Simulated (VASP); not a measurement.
# B32N31 (a cell with a defect) in VASP: further runs, part 2 of 3

VASP 6.6.1.

## 4. Single point, PBEsol, collinear spin

INCAR

```
PREC     = Accurate       # precision mode
ENCUT    = 520            # plane-wave cutoff, eV
EDIFF    = 1E-6           # SCF threshold, eV
ISMEAR   = -1             # smearing method
SIGMA    = 0.05           # smearing width, eV
LREAL    = Auto         
LASPH    = True           # aspherical terms in the spheres
NELM     = 200            # most SCF steps
ALGO     = Normal         # electronic algorithm
ISIF     = 2              # what is computed and relaxed
LWAVE    = False          # write WAVECAR
LCHARG   = False          # write CHGCAR
ISPIN    = 2              # spin polarisation
MAGMOM   = 0 0 0 0 0 0 0 0.25 0 0 0 0 0 0 0 0.25 0 0 0 0 0 0 0 0.25 0 0 0 0 0 0 0 0.25 0 0 0 0 0 0 0 0 0 0 0 0 0 0 0 0 0 0 0 0 0 0 0 0 0 0 0 0 0 0 0 # initial moments
LORBIT   = 11             # projections on sites
GGA      = PS             # functional
ISYM     = -1           
NBANDS   = 166            # bands
GGA_COMPAT= False
```

KPOINTS

```
explicit points
1
Reciprocal
  0.25000000   0.25000000   0.25000000 1
```

POSCAR

```
B32N31
1.0
    7.2115910000      0.0000000000      0.0000000000
    0.0000000000      7.2115910000      0.0000000000
    0.0000000000      0.0000000000      7.2115910000
B N
32 31
Direct
    0.9999720000      0.0006260000      0.9997010000
    0.9996630000      0.0003050000      0.4997310000
    0.9997490000      0.5006720000      0.9994110000
    0.9989290000      0.5006360000      0.4996980000
    0.5000040000      0.0004350000      0.9994160000
    0.4999550000      0.9996040000      0.4996940000
    0.4999650000      0.5006470000      0.9986690000
    0.4886460000      0.4891780000      0.4878150000
    0.2497230000      0.2504130000      0.9986590000
    0.2485610000      0.2492360000      0.4986680000
    0.2506530000      0.7506470000      0.9987890000
    0.2509390000      0.7484110000      0.4987390000
    0.7500060000      0.2513010000      0.9988400000
    0.7477740000      0.2516010000      0.4987340000
    0.7500960000      0.7507650000      0.0005090000
    0.7519750000      0.7527580000      0.5044620000
    0.2497100000      0.9996520000      0.2494450000
    0.2506740000      0.9997530000      0.7496600000
    0.2484960000      0.4996360000      0.2482190000
    0.2509640000      0.4997130000      0.7474450000
    0.7499720000      0.9997680000      0.2503920000
    0.7500780000      0.0014480000      0.7497880000
    0.7478070000      0.4996360000      0.2505840000
    0.7523570000      0.5054070000      0.7522590000
    0.9989950000      0.2503950000      0.2494560000
    0.9991160000      0.2513430000      0.7496780000
    0.9990870000      0.7506280000      0.2504050000
    0.0007480000      0.7507290000      0.7497600000
    0.4989750000      0.2491560000      0.2481990000
    0.4990440000      0.2516240000      0.7474350000
    0.4989590000      0.7484430000      0.2505860000
    0.5049400000      0.7531070000      0.7522250000
    0.1248460000      0.1255250000      0.1245640000
    0.1240910000      0.1247630000      0.6240870000
    0.1240860000      0.6250480000      0.1238130000
    0.1253600000      0.6256040000      0.6246380000
    0.6243750000      0.1247460000      0.1237990000
    0.6249250000      0.1260270000      0.6246300000
    0.6249320000      0.6255950000      0.1250640000
    0.3746280000      0.3753060000      0.1231940000
    0.3724220000      0.3730790000      0.6229700000
    0.3754280000      0.8750040000      0.1245590000
    0.3790550000      0.8722970000      0.6238530000
    0.8743550000      0.3761120000      0.1245650000
    0.8716240000      0.3797150000      0.6238620000
    0.8749680000      0.8756220000      0.1256050000
    0.8754420000      0.8761170000      0.6258620000
    0.3746280000      0.1241740000      0.3743350000
    0.3754480000      0.1255790000      0.8739880000
    0.3722360000      0.6240000000      0.3718860000
    0.3790570000      0.6247940000      0.8713650000
    0.8743180000      0.1255350000      0.3751850000
    0.8749790000      0.1265140000      0.8746810000
    0.8715820000      0.6247180000      0.3787510000
    0.8756120000      0.6268430000      0.8753340000
    0.1235040000      0.3753150000      0.3743700000
    0.1249220000      0.3761560000      0.8739940000
    0.1248790000      0.8749720000      0.3751950000
    0.1258270000      0.8756350000      0.8746610000
    0.6233610000      0.3728400000      0.3718490000
    0.6241070000      0.3796610000      0.8713820000
    0.6240380000      0.8722930000      0.3787010000
    0.6261820000      0.8763520000      0.8753920000
```

Command:

```
$ cat potpaw_PBE.64/B/POTCAR potpaw_PBE.64/N/POTCAR > POTCAR
$ mpirun -np 1 vasp_std > vasp.out
```

Run time: 6.5 min. Hardware: 1 thread of Intel Xeon Platinum 8375C at 2.90GHz (Ice Lake), shared host; peak memory 0.54 GiB.

The run converged. Its results:

- Free energy: -570.6834 eV
- Pressure: -0.5 GPa
- Largest force: 0.028 eV/Å
- Band gap on the k mesh: 0.83 eV
- Net moment: 1.00 μB per cell
- Site moments: B +0.00, +0.01, +0.34, +0.02, -0.00 (each value once); N +0.00, -0.00, +0.01 (each value once) μB
- Valence electrons inside the program's atomic spheres: B 2.04, 2.05, 2.06, 2.02, 1.91 (each value once); N 3.97, 3.96, 3.98, 3.95 (each value once)

Forces on the atoms (eV/Å):
```
B    0.002  0.002 -0.001
B   -0.003  0.001 -0.003
B   -0.001 -0.001  0.000
B    0.001  0.002  0.005
B   -0.004 -0.006  0.001
B    0.000  0.002 -0.001
B    0.004  0.001  0.001
B   -0.002  0.008  0.021
B    0.001 -0.004 -0.001
B    0.001 -0.001  0.000
B    0.002 -0.004  0.002
B    0.006  0.003  0.001
B   -0.008  0.002 -0.004
B    0.000  0.001 -0.001
B   -0.001  0.003  0.003
B   -0.005 -0.012  0.010
B   -0.001 -0.003 -0.004
B    0.001  0.002 -0.001
B    0.000 -0.001 -0.002
B    0.011  0.004 -0.001
B   -0.006 -0.003  0.002
B    0.000 -0.003  0.002
B   -0.003  0.002  0.004
B   -0.013  0.014 -0.020
B   -0.003 -0.003 -0.003
B    0.000  0.000 -0.002
B   -0.001 -0.004  0.004
B    0.000  0.003  0.004
B   -0.003 -0.001 -0.002
B   -0.002  0.004  0.002
B    0.003  0.003  0.001
B   -0.001 -0.017 -0.016
N    0.000 -0.001 -0.001
N    0.002  0.001  0.002
N    0.000  0.003 -0.001
N   -0.002 -0.003 -0.001
N    0.005  0.004  0.003
N    0.003 -0.001 -0.001
N    0.001 -0.002 -0.003
N    0.000 -0.001  0.003
N    0.001 -0.001 -0.001
N    0.001  0.002  0.002
N   -0.003  0.000  0.000
N    0.001  0.000  0.002
N    0.000 -0.006 -0.001
N    0.001  0.001 -0.002
N   -0.001  0.002  0.000
N    0.001  0.001  0.004
N    0.003  0.002  0.001
N    0.007  0.002  0.005
N   -0.006  0.003 -0.001
N    0.000  0.000  0.002
N    0.001 -0.001 -0.003
N    0.001  0.003 -0.007
N   -0.002  0.001  0.000
N    0.000  0.000 -0.003
N   -0.002 -0.002  0.000
N    0.000 -0.002  0.000
N   -0.001 -0.002 -0.002
N    0.005  0.008  0.002
N    0.003 -0.002  0.003
N    0.001  0.000 -0.002
N    0.006 -0.003 -0.003
```

Stress tensor (GPa, compression positive):
```
-0.56  1.22  1.29
 1.22 -0.52  1.30
 1.29  1.30 -0.44
```

Levels at points of the mesh, in eV from the valence-band top:
Spin up:
| k point | band 124 | band 125 | band 126 | band 127 | band 128 | band 129 |
| --- | --- | --- | --- | --- | --- | --- |
| (0.25, 0.25, 0.25) | -4.44 | -4.17 | 0.00 | 0.83 | 0.84 | 1.73 |
Spin down:
| k point | band 123 | band 124 | band 125 | band 126 | band 127 | band 128 |
| --- | --- | --- | --- | --- | --- | --- |
| (0.25, 0.25, 0.25) | -4.43 | -4.43 | -3.96 | 0.96 | 0.97 | 0.99 |

Caveat: the PAW data sets were made with another functional, which shifts forces and pressure a little.

## 5. Single point, PBEsol, collinear spin

INCAR

```
SYSTEM = B32N31
PREC     = Accurate       ! precision mode
ENCUT    = 520            ! plane-wave cutoff, eV
EDIFF    = 1E-6           ! SCF threshold, eV
ISMEAR   = -1             ! smearing method
SIGMA    = 0.05           ! smearing width, eV
LREAL    = Auto         
LASPH    = .TRUE.         ! aspherical terms in the spheres
NELM     = 200            ! most SCF steps
ALGO     = Normal         ! electronic algorithm
ISIF     = 2              ! what is computed and relaxed
LWAVE    = .FALSE.        ! write WAVECAR
LCHARG   = .FALSE.        ! write CHGCAR
ISPIN    = 2              ! spin polarisation
MAGMOM   = 0 0 0 0 0 0 0 0.25 0 0 0 0 0 0 0 0.25 0 0 0 0 0 0 0 0.25 0 0 0 0 0 0 0 0.25 0 0 0 0 0 0 0 0 0 0 0 0 0 0 0 0 0 0 0 0 0 0 0 0 0 0 0 0 0 0 0 ! initial moments
LORBIT   = 11             ! projections on sites
GGA      = PS             ! functional
NELECT   = 249.0        
ISYM     = -1           
NBANDS   = 166            ! bands
GGA_COMPAT= .FALSE.
```

KPOINTS is that of step 4.

POSCAR

```
B32N31
1.0
    7.2115910000      0.0000000000      0.0000000000
    0.0000000000      7.2115910000      0.0000000000
    0.0000000000      0.0000000000      7.2115910000
B N
32 31
Direct
    0.9996050000      0.0002580000      0.9992690000
    0.0012810000      0.0019370000      0.4975280000
    0.0012860000      0.4984960000      0.0009750000
    0.0002780000      0.5009520000      0.4999680000
    0.4978360000      0.0019550000      0.0009600000
    0.5002760000      0.0009360000      0.4999700000
    0.5002800000      0.5009260000      0.9999760000
    0.4807580000      0.4813880000      0.4804210000
    0.2493720000      0.2500170000      0.9991730000
    0.2473850000      0.2480210000      0.4971000000
    0.2477330000      0.7521340000      0.0010410000
    0.2487520000      0.7493580000      0.4999920000
    0.7514920000      0.2484000000      0.0010550000
    0.7487230000      0.2493850000      0.5000210000
    0.7488230000      0.7495050000      0.0000110000
    0.7675390000      0.7681680000      0.4813120000
    0.2493720000      0.0001170000      0.2490610000
    0.2477580000      0.0020230000      0.7511800000
    0.2473700000      0.4980520000      0.2470470000
    0.2487120000      0.5009740000      0.7483840000
    0.7514910000      0.0020160000      0.2474520000
    0.7488340000      0.0009790000      0.7485030000
    0.7487010000      0.5009900000      0.2484030000
    0.7675380000      0.4822630000      0.7672300000
    0.9994810000      0.2500270000      0.2490670000
    0.0013380000      0.2484130000      0.7511880000
    0.0013490000      0.7521390000      0.2474630000
    0.0003400000      0.7494560000      0.7485210000
    0.4973870000      0.2480240000      0.2470710000
    0.5003270000      0.2493580000      0.7483880000
    0.5003380000      0.7493820000      0.2483630000
    0.4815670000      0.7682160000      0.7672430000
    0.1247950000      0.1254770000      0.1245290000
    0.1248110000      0.1255040000      0.6243800000
    0.1248150000      0.6253160000      0.1245600000
    0.1247880000      0.6254860000      0.6245290000
    0.6246340000      0.1255000000      0.1245500000
    0.6248070000      0.1254360000      0.6245260000
    0.6248220000      0.6254810000      0.1244720000
    0.3749460000      0.3756370000      0.1239590000
    0.3764170000      0.3770820000      0.6243680000
    0.3750660000      0.8752070000      0.1250590000
    0.3762600000      0.8739680000      0.6242830000
    0.8745190000      0.3757640000      0.1250790000
    0.8732950000      0.3769330000      0.6243090000
    0.8746250000      0.8753020000      0.1240040000
    0.8734280000      0.8740910000      0.6246340000
    0.3749440000      0.1249160000      0.3746680000
    0.3750540000      0.1260170000      0.8742510000
    0.3764450000      0.6253010000      0.3761460000
    0.3762410000      0.6252290000      0.8730010000
    0.8745340000      0.1260290000      0.3748140000
    0.8746150000      0.1249460000      0.8743570000
    0.8732800000      0.6252610000      0.3759630000
    0.8734070000      0.6255870000      0.8731180000
    0.1242320000      0.3756220000      0.3746900000
    0.1253460000      0.3757590000      0.8742590000
    0.1253490000      0.8752000000      0.3748040000
    0.1242610000      0.8752960000      0.8743390000
    0.6246310000      0.3770980000      0.3761570000
    0.6245460000      0.3768790000      0.8730030000
    0.6245770000      0.8739500000      0.3759480000
    0.6249310000      0.8740740000      0.8731090000
```

Command:

```
$ cat potpaw_PBE.64/B/POTCAR potpaw_PBE.64/N/POTCAR > POTCAR
$ mpirun -np 1 vasp_std > vasp.out
```

It took 6.2 min on 1 thread of Intel Xeon Platinum 8375C at 2.90GHz (Ice Lake), shared host; peak memory 0.54 GiB.

The run converged. Its results:

```yaml
Free_energy: -589.7139 eV
Largest_force: 0.034 eV/Å
Net_moment: 1.00 μB per cell
Site_moments: B +0.00, +0.05, +0.01, +0.08 (each value once); N +0.00, +0.01, -0.00 (each value once) μB
Valence_electrons_inside_the_program's_atomic_spheres: B 2.03, 2.02, 2.04 (each value once); N 3.96, 3.97 (each value once)
```

Forces on the atoms (eV/Å):
```
B   -0.007 -0.004  0.006
B    0.005  0.007  0.006
B    0.001  0.002  0.010
B   -0.006 -0.004  0.002
B   -0.002  0.003  0.010
B   -0.001 -0.006 -0.002
B   -0.005 -0.002 -0.006
B    0.006  0.015  0.025
B   -0.001  0.008 -0.002
B   -0.007  0.002  0.005
B   -0.002 -0.002  0.007
B   -0.003  0.004  0.008
B   -0.009  0.002  0.007
B   -0.001  0.003  0.005
B    0.005  0.001 -0.002
B   -0.023 -0.008  0.019
B   -0.001  0.001  0.006
B   -0.008  0.001 -0.001
B   -0.003  0.002  0.009
B    0.003  0.001  0.009
B   -0.005  0.004  0.002
B    0.002 -0.003  0.009
B    0.002  0.001  0.009
B   -0.025  0.017 -0.012
B   -0.007  0.006  0.007
B    0.004  0.001  0.001
B    0.002  0.000 -0.002
B   -0.008  0.012  0.006
B    0.000  0.002  0.002
B   -0.005  0.006  0.009
B   -0.004  0.000  0.015
B    0.023 -0.020 -0.015
N    0.002 -0.005 -0.007
N    0.005 -0.003 -0.004
N    0.003  0.002 -0.006
N    0.002 -0.002 -0.006
N    0.006 -0.002 -0.003
N    0.004  0.000 -0.005
N   -0.001  0.000 -0.003
N   -0.003 -0.010 -0.012
N    0.011  0.006  0.004
N   -0.001  0.003 -0.001
N   -0.001 -0.004 -0.013
N    0.010 -0.009 -0.001
N   -0.003 -0.002 -0.018
N    0.006  0.003 -0.010
N   -0.008 -0.012  0.007
N   -0.002 -0.013 -0.007
N    0.002  0.003  0.001
N    0.006  0.015 -0.004
N    0.003 -0.007 -0.006
N    0.007  0.002 -0.012
N    0.006 -0.004 -0.003
N    0.000 -0.018  0.000
N   -0.004  0.009 -0.007
N   -0.004 -0.005 -0.013
N    0.006 -0.008  0.001
N    0.008  0.003 -0.009
N    0.002  0.001  0.000
N    0.020  0.002 -0.003
N    0.000  0.009 -0.007
N   -0.009 -0.003  0.003
N    0.006 -0.003 -0.007
```

Levels at points of the mesh, in eV from the Fermi level:
Spin up:
```csv
k point,band 123,band 124,band 125,band 126,band 127,band 128
"(0.25, 0.25, 0.25)",-1.55,-1.54,-0.37,3.02,3.42,3.42
```
Spin down:
| k point | band 122 | band 123 | band 124 | band 125 | band 126 | band 127 |
| --- | --- | --- | --- | --- | --- | --- |
| (0.25, 0.25, 0.25) | -2.16 | -1.53 | -1.53 | 0.37 | 3.39 | 3.94 |

Caveat: the cell carries a net charge on a neutralising background, which shifts energy and pressure; the cell is charged against a uniform background, so pressure and absolute levels hang on convention; the PAW data sets were made with another functional, which shifts forces and pressure a little.

(Part 2 of 3 ends here.)
